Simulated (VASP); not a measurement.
InAs (rvv): relaxation of cell and atoms with r2SCAN+rVV10

InAs (rvv):

```
CELL_PARAMETERS angstrom
0.00000 3.01800 3.01800
3.01800 0.00000 3.01800
3.01800 3.01800 0.00000
ATOMIC_POSITIONS crystal
In 0.00000 0.00000 0.00000
As 0.25000 0.25000 0.25000
```

```json
{
 "Program": "VASP 6.6.1",
 "Task": "relaxation of cell and atoms",
 "Functional": "r2SCAN",
 "Dispersion": "rVV10",
 "Potentials or basis": "VASP PAW PBE potentials, release 64 (In_d, As)",
 "Cutoff": "600 eV",
 "k mesh": "10 × 10 × 10",
 "Occupations": "gaussian, width 0.01 eV",
 "Spin": "no spin polarisation",
 "Dipole correction": "no",
 "Further INCAR settings": "ALGO = Normal; EDIFF = 1e-06; IBRION = 2; EDIFFG = -0.002; NSW = 100; ISIF = 3"
}
```

* Relaxed volume: 28.19 Å³/atom
* Relaxed cell: a = 4.304 Å, b = 4.304 Å, c = 4.304 Å, α = 60.00°, β = 60.00°, γ = 60.00°
* Space group after relaxing (to 0.05 Å): F-43m (No. 216)
* Energy gained by relaxing: 3.5 meV/atom
* Ionic steps: 3
* Pressure after relaxing: 0.0 GPa
* Band gap on the k mesh: 0.12 eV, direct

Step by step:
```tsv
step	energy change (eV)	largest force (eV/Å)	pressure (GPa)	volume (Å³)
1	0.0000	0.0000	1.62	54.98
2	-0.0047	0.0000	-0.86	57.22
3	-0.0069	0.0000	0.00	56.38
```

Final structure:
```yaml
crystal:
  lattice:
    - [0.00000, 3.04351, 3.04351]
    - [3.04351, 0.00000, 3.04351]
    - [3.04351, 3.04351, 0.00000]
  atoms:
    - { symbol: In, position: [0.00000, 0.00000, 0.00000] }
    - { symbol: As, position: [0.25000, 0.25000, 0.25000] }
```

Levels at points of the mesh, in eV from the valence-band top:
| k point | band 6 | band 7 | band 8 | band 9 | band 10 | band 11 | band 12 | band 13 |
| --- | --- | --- | --- | --- | --- | --- | --- | --- |
| (0.00, 0.00, 0.00) | -12.18 | 0.00 | 0.00 | 0.00 | 0.12 | 4.25 | 4.25 | 4.25 |
| (0.50, 0.00, 0.00) | -10.69 | -5.79 | -0.99 | -0.99 | 1.24 | 5.01 | 5.01 | 7.17 |
| (0.50, 0.50, 0.00) | -10.14 | -5.86 | -2.34 | -2.34 | 1.79 | 2.31 | 9.64 | 9.79 |

It took 19 min on 1 thread of AMD EPYC 7R43 64-Core Processor (Zen 3), with other jobs on the host, peak memory 0.38 GiB.

Caveat: the PAW data sets were made with another functional, which shifts forces and pressure a little; spin-orbit coupling is left out, which moves the levels of the heavy elements. Zero-point motion and thermal expansion aren't in these numbers.
